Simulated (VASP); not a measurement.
A run of VASP 6.6.1 is set up as follows.

Contents of INCAR:

```
PREC     = Accurate       # precision mode
ENCUT    = 520            # plane-wave cutoff, eV
EDIFF    = 1E-6           # SCF threshold, eV
ISMEAR   = 0              # smearing method
SIGMA    = 0.1            # smearing width, eV
LREAL    = False          # projectors in reciprocal space
LASPH    = True           # aspherical terms in the spheres
NELM     = 80             # most SCF steps
ALGO     = Fast           # electronic algorithm
ISIF     = 2              # what is computed and relaxed
LWAVE    = False          # write WAVECAR
LCHARG   = True           # write CHGCAR
GGA      = PE             # functional
LELF     = True           # ELF
LVHAR    = True         
NBANDS   = 19             # bands
```

File KPOINTS:

```
regular mesh
0
Gamma
  4 4 4
```

The input POSCAR:

```
Al5As
1.0
    5.6055759200      0.0000000000      0.0000000000
    0.0000000000      5.6055759200      0.0000000000
    0.0000000000      0.0000000000      3.8181133800
Al As
5 1
Direct
    0.2349447400      0.5000000000      0.0000000000
    0.7650552600      0.5000000000      0.0000000000
    0.5000000000      0.2349447400      0.0000000000
    0.5000000000      0.7650552600      0.0000000000
    0.0000000000      0.0000000000      0.5000000000
    0.5000000000      0.5000000000      0.0000000000
```

Potentials or basis: VASP PAW PBE potentials, release 64 (Al, As).

Command:

```console
$ cat potpaw_PBE.64/Al/POTCAR potpaw_PBE.64/As/POTCAR > POTCAR
$ mpirun -np 1 vasp_std > vasp.out
```

(1) Predict the largest force.

(2) What does it give for the band gap on the k mesh?

(3) What does it give for the pressure?

## Answers

(1) 57.018 eV/Å.

(2) zero (bands 10 and 11 overlap by 2.17 eV).

(3) 142.5 GPa.

Caveat: the k points lie up to 0.41 Å⁻¹ apart, too coarse for converged energies and pressures of a metal; atoms lie so close that the PAW spheres overlap strongly, which falsifies energies and pressures; forces of over 1 eV/Å act on the atoms, so gaps and moduli don't describe the material at rest.
